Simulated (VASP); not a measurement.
Crystal: GeCl3.

```xyz
4
Lattice="3.0167 0.0000 0.0000 0.0000 3.0167 0.0000 0.0000 0.0000 11.6359" Properties=species:S:1:pos:R:3 pbc="T T T"
Ge    0.0000    0.0000    0.0000
Cl    0.0000    0.0000    2.6905
Cl    0.0000    0.0000    5.8179
Cl    0.0000    0.0000    8.9454
```

The cell was generated, and may not be a known phase.

```yaml
Program: VASP 6.6.1
Task: relaxation of cell and atoms
Functional: PBE
Potentials_or_basis: VASP PAW PBE potentials, release 64 (Ge_d, Cl)
Cutoff: 600 eV
k_mesh: 6 × 6 × 2
Occupations: gaussian, width 0.1 eV
Spin: no spin polarisation
```

At the start: pressure -4.1 GPa; volume 26.47 Å³/atom.

Q: Where does the relaxation end?

A: Over 14 steps the energy falls by 119.4 meV/atom and the volume is 25.71 Å³/atom (-2.9 %); space group P4/mmm (No. 123, to 0.1 Å) before and after.

The path:
| step | energy change (eV) | largest force (eV/Å) | pressure (GPa) | volume (Å³) |
| --- | --- | --- | --- | --- |
| 1 | 0.0000 | 0.8666 | -4.08 | 105.89 |
| 2 | -0.2430 | 0.5999 | -1.45 | 95.90 |
| 3 | -0.2814 | 0.4364 | 0.36 | 91.26 |
| 4 | -0.2816 | 0.4077 | 0.68 | 90.68 |
| 5 | -0.3074 | 0.3319 | 0.69 | 91.22 |
| 6 | -0.3680 | 0.1007 | 0.82 | 92.86 |
| 7 | -0.4052 | 0.3557 | 1.48 | 96.08 |
| 8 | -0.4242 | 0.2810 | 1.06 | 97.31 |
| 9 | -0.4575 | 0.1145 | 0.12 | 101.00 |
| 10 | -0.4597 | 0.1155 | -1.23 | 108.38 |
| 11 | -0.4668 | 0.0159 | -0.71 | 105.15 |
| 12 | -0.4668 | 0.0046 | -0.69 | 104.82 |
| 13 | -0.4721 | 0.0071 | -0.45 | 104.31 |
| 14 | -0.4776 | 0.0321 | 0.19 | 102.85 |

Final structure:
```
Ge Cl
1.0
     2.79923    0.00000    0.00000
     0.00000    2.79923    0.00000
     0.00000    0.00000   13.12537
Ge Cl
1 3
Direct
  0.00000 0.00000 0.00000
  0.00000 0.00000 0.19274
  0.00000 0.00000 0.50000
  0.00000 0.00000 0.80726
```

Caveat: this functional lacks dispersion, which binds layers or chains, so the pressure and a relaxed spacing across them are unreliable; an odd number of electrons without spin polarisation forces a metal; a magnetic or distorted state may lie lower.
